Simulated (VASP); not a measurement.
Li5Mg11, 16 atoms in the cell. The cell holds a disordered packing, 16 atoms: a = 6.991 Å, b = 7.264 Å, c = 7.113 Å, α = 91.32°, β = 87.69°, γ = 87.57°. 

* Program: VASP 6.6.1
* Task: single point
* Functional: PBE
* Potentials or basis: VASP PAW PBE potentials, release 64 (Mg, Li_sv)
* Cutoff: 520 eV
* k mesh: 3 × 3 × 3
* Occupations: fermi-dirac, width 0.0974 eV
* Spin: no spin polarisation
* Dipole correction: no
* Further INCAR settings: LREAL = Auto; ALGO = Normal; EDIFF = 1e-07; NBANDS = 32

Potentials or basis: VASP PAW PBE potentials, release 64 (Mg, Li_sv).

Command:

```sh
$ cat potpaw_PBE.64/Mg/POTCAR potpaw_PBE.64/Li_sv/POTCAR > POTCAR
$ mpirun -np 1 vasp_std > vasp.out
```

Hardware: 1 thread of Intel Xeon 8259CL, on a shared host.

**Question.** How long does it take, and how much memory?

**Answer.** It took 8.8 min on 1 thread of Intel Xeon 8259CL (shared host), peak memory 0.42 GiB. Counts: scf iterations 14, k points 14.
